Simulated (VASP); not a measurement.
Wanted: the native input for a VASP 6.6.1 run.

```
Task                   : single point
Functional             : PBE
Potentials or basis    : VASP PAW PBE potentials, release 64 (Si, C)
Cutoff                 : 520 eV
k mesh                 : 10 × 10 × 10
Occupations            : fermi-dirac, width 0.02 eV
Spin                   : no spin polarisation
Dipole correction      : no
Further INCAR settings : ALGO = Normal; EDIFF = 1e-07; NBANDS = 11
```

The structure of SiC lies in POSCAR:

```
SiC
1.0
    0.0000000000      2.1780523510      2.1780523510
    2.1780523510      0.0000000000      2.1780523510
    2.1780523510      2.1780523510      0.0000000000
Si C
1 1
Direct
    0.0000000000      0.0000000000      0.0000000000
    0.2500000000      0.2500000000      0.2500000000
```

These files were run (other wordings do the same):

INCAR

```
  PREC = Accurate
  ENCUT = 520
  EDIFF = 1E-7
  ISMEAR = -1
  SIGMA = 0.02
  LREAL = False
  LASPH = True
  NELM = 60
  ALGO = Normal
  ISIF = 2
  LWAVE = False
  LCHARG = False
  GGA = PE
  NBANDS = 11
```

KPOINTS

```
Automatic mesh
0
Gamma
  10 10 10
```

Potentials or basis: VASP PAW PBE potentials, release 64 (Si, C).

The run is started by

```console
$ cat potpaw_PBE.64/Si/POTCAR potpaw_PBE.64/C/POTCAR > POTCAR
$ mpirun -np 1 vasp_std > vasp.out
```

It gave:

* Pressure: 3.5 GPa
* Band gap on the k mesh: 1.36 eV, indirect (least direct gap 4.54 eV)

Run time: 3.7 s on 1 thread of Intel Xeon 6975P-C (shared host), peak memory 0.14 GiB.
